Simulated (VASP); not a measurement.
Set up this calculation in VASP 6.6.1, as the native input.

| Item | Value |
| --- | --- |
| Task | single point |
| Functional | PBE |
| Potentials or basis | VASP PAW PBE potentials, release 64 (Ga_d, Te, O) |
| Cutoff | 520 eV |
| k mesh | 6 × 6 × 2 |
| Occupations | gaussian, width 0.1 eV |
| Spin | no spin polarisation |
| Dipole correction | no |
| Further INCAR settings | ALGO = Normal; EDIFF = 1e-06; NBANDS = 34 |

The structure of Ga2Te3O lies in POSCAR:

```
Ga2Te3O
1.0
    4.9722091800      0.0000000000      0.0000000000
   -2.4861045900      4.3060594600      0.0000000000
    0.0000000000      0.0000000000      7.8378335800
Ga Te O
2 3 1
Direct
    0.6666666700      0.3333333300      0.2483411600
    0.3333333300      0.6666666700      0.7516588400
    0.0000000000      0.0000000000      0.5000000000
    0.6666666700      0.3333333300      0.6493157700
    0.3333333300      0.6666666700      0.3506842300
    0.0000000000      0.0000000000      0.0000000000
```

The input as run:

INCAR

```
SYSTEM = Ga2Te3O
PREC     = Accurate       ! precision mode
ENCUT    = 520            ! plane-wave cutoff, eV
EDIFF    = 1E-6           ! SCF threshold, eV
ISMEAR   = 0              ! smearing method
SIGMA    = 0.1            ! smearing width, eV
LREAL    = .False.        ! projectors in reciprocal space
LASPH    = .True.         ! aspherical terms in the spheres
NELM     = 100            ! most SCF steps
ALGO     = Normal         ! electronic algorithm
ISIF     = 2              ! what is computed and relaxed
LWAVE    = .False.        ! write WAVECAR
LCHARG   = .False.        ! write CHGCAR
GGA      = PE             ! functional
NBANDS   = 34             ! bands
```

KPOINTS

```
Automatic mesh
0
Gamma
  6 6 2
  0 0 0
```

Potentials or basis: VASP PAW PBE potentials, release 64 (Ga_d, Te, O).

Run with:

```sh
$ cat potpaw_PBE.64/Ga_d/POTCAR potpaw_PBE.64/Te/POTCAR potpaw_PBE.64/O/POTCAR > POTCAR
$ mpirun -np 1 vasp_std > vasp.out
```

It gave:

```
Pressure               : 0.2 GPa
Largest force          : 1.391 eV/Å
Band gap on the k mesh : zero (band 25 reaches 4.26 eV, above the bottom of band 26 at 3.70 eV)
```

Caveat: the k points lie up to 0.40 Å⁻¹ apart; spin-orbit coupling is left out, which moves the levels of the heavy elements; forces of over 1 eV/Å act on the atoms, so gaps and moduli don't describe the material at rest.

Wall time 92 s on 1 thread of Intel(R) Xeon(R) Platinum 8488C (Sapphire Rapids), with other jobs on the host, peak memory 0.32 GiB.
